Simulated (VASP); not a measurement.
A run of VASP 6.6.1 is set up as follows.

INCAR

```
SYSTEM = SiC
ALGO     = Normal         ! electronic algorithm
EDIFF    = 1E-7           ! SCF threshold, eV
EDIFFG   = -0.002         ! ionic threshold
ENCUT    = 600            ! plane-wave cutoff, eV
GGA      = PS             ! functional
GGA_COMPAT= .False.      
IBRION   = 2              ! ionic algorithm
ISIF     = 3              ! what is computed and relaxed
ISMEAR   = 0              ! smearing method
LASPH    = .True.         ! aspherical terms in the spheres
LCHARG   = .False.        ! write CHGCAR
LREAL    = .False.        ! projectors in reciprocal space
LWAVE    = .False.        ! write WAVECAR
NELM     = 120            ! most SCF steps
NELMIN   = 4            
NSW      = 100            ! ionic steps
PREC     = Accurate       ! precision mode
SIGMA    = 0.02           ! smearing width, eV
```

Contents of KPOINTS:

```
k-points
0
Gamma
  10 10 10
  0 0 0
```

The input POSCAR:

```
SiC
1.0
    0.0000000000      2.1794016770      2.1794016770
    2.1794016770      0.0000000000      2.1794016770
    2.1794016770      2.1794016770      0.0000000000
C Si
1 1
Direct
    0.7500000000      0.7500000000      0.7500000000
    0.5000000000      0.5000000000      0.5000000000
```

Potentials or basis: VASP PAW PBE potentials, release 64 (C, Si).

Launch:

```console
$ cat potpaw_PBE.64/C/POTCAR potpaw_PBE.64/Si/POTCAR > POTCAR
$ mpirun -np 1 vasp_std > vasp.out
```

(1) What does it give for the relaxed volume?

(2) Predict the relaxed cell.

(3) What does it give for the band gap on the k mesh?

(4) Predict the space group after relaxing (to 0.05 Å).

Answers

(1) 10.35 Å³/atom.

(2) a = 3.082 Å, b = 3.082 Å, c = 3.082 Å, α = 60.00°, β = 60.00°, γ = 60.00°.

(3) 1.23 eV, indirect (least direct gap 4.44 eV).

(4) F-43m (No. 216).

Caveat: the PAW data sets were made with another functional, which shifts forces and pressure a little.
